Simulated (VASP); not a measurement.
Crystal: Al.

```
Al
1.0
     4.86271    0.00000    0.00000
     0.00000    2.79815    0.00000
    -0.09207    0.00000    4.89980
Al
4
Cartesian
  1.3847 0.0000 1.4268
  0.9275 1.3991 4.3801
  3.8431 1.3991 0.5197
  3.3860 0.0000 3.4730
```

```yaml
Program: VASP 6.6.1
Task: relaxation of cell and atoms
Functional: PBE
Potentials_or_basis: VASP PAW PBE potentials, release 64 (Al)
Cutoff: 600 eV
k_mesh: 4 × 6 × 4
Occupations: gaussian, width 0.1 eV
Spin: no spin polarisation
```

At the start: pressure 12.6 GPa; volume 16.67 Å³/atom.

Question: Where does the relaxation end?

Answer: Over 23 steps the energy falls by 438.7 meV/atom and the volume is 16.78 Å³/atom (+0.7 %); space group P2/m (No. 10, to 0.1 Å) before, Cmcm (No. 63, to 0.1 Å).

Step by step:
| step | energy change (eV) | largest force (eV/Å) | pressure (GPa) | volume (Å³) |
| --- | --- | --- | --- | --- |
| 1 | 0.0000 | 4.5068 | 12.57 | 66.67 |
| 2 | -1.1887 | 0.2858 | -7.30 | 80.05 |
| 3 | -1.2652 | 0.7157 | -5.03 | 76.70 |
| 4 | -1.2654 | 0.7532 | -4.85 | 76.49 |
| 5 | -1.4639 | 0.5962 | -2.16 | 71.53 |
| 6 | -1.5425 | 0.6530 | 1.99 | 66.72 |
| 7 | -1.6350 | 0.6334 | 1.50 | 66.38 |
| 8 | -1.6501 | 0.7048 | 1.67 | 65.93 |
| 9 | -1.7122 | 0.3342 | -0.28 | 67.95 |
| 10 | -1.7125 | 0.3217 | -0.18 | 67.81 |
| 11 | -1.7324 | 0.1836 | 0.14 | 67.39 |
| 12 | -1.7349 | 0.1537 | 0.32 | 67.22 |
| 13 | -1.7358 | 0.1126 | 0.71 | 66.87 |
| 14 | -1.7436 | 0.1450 | -0.75 | 67.80 |
| 15 | -1.7441 | 0.1310 | -0.48 | 67.62 |
| 16 | -1.7480 | 0.1095 | -0.17 | 67.15 |
| 17 | -1.7484 | 0.1153 | -0.25 | 67.24 |
| 18 | -1.7519 | 0.0695 | 0.44 | 66.64 |
| 19 | -1.7519 | 0.0671 | 0.48 | 66.61 |
| 20 | -1.7545 | 0.0395 | 0.06 | 67.00 |
| 21 | -1.7545 | 0.0429 | 0.00 | 67.06 |
| 22 | -1.7549 | 0.0321 | -0.14 | 67.15 |
| 23 | -1.7550 | 0.0347 | -0.11 | 67.13 |

Final structure:
```cif
data_structure
_symmetry_space_group_name_H-M 'P 1'
_symmetry_Int_Tables_number 1
_cell_length_a 4.7130
_cell_length_b 2.7705
_cell_length_c 5.1412
_cell_angle_alpha 90.000
_cell_angle_beta 89.963
_cell_angle_gamma 90.000
_cell_volume 67.13
loop_
_atom_site_label
_atom_site_type_symbol
_atom_site_fract_x
_atom_site_fract_y
_atom_site_fract_z
_atom_site_occupancy
Al1 Al 0.25085 0.00000 0.33396 1
Al2 Al 0.24928 0.50000 0.83299 1
Al3 Al 0.75072 0.50000 0.16701 1
Al4 Al 0.74915 0.00000 0.66604 1
```

Caveat: the k points lie up to 0.38 Å⁻¹ apart in the final cell, too coarse for converged energies and pressures of a metal.
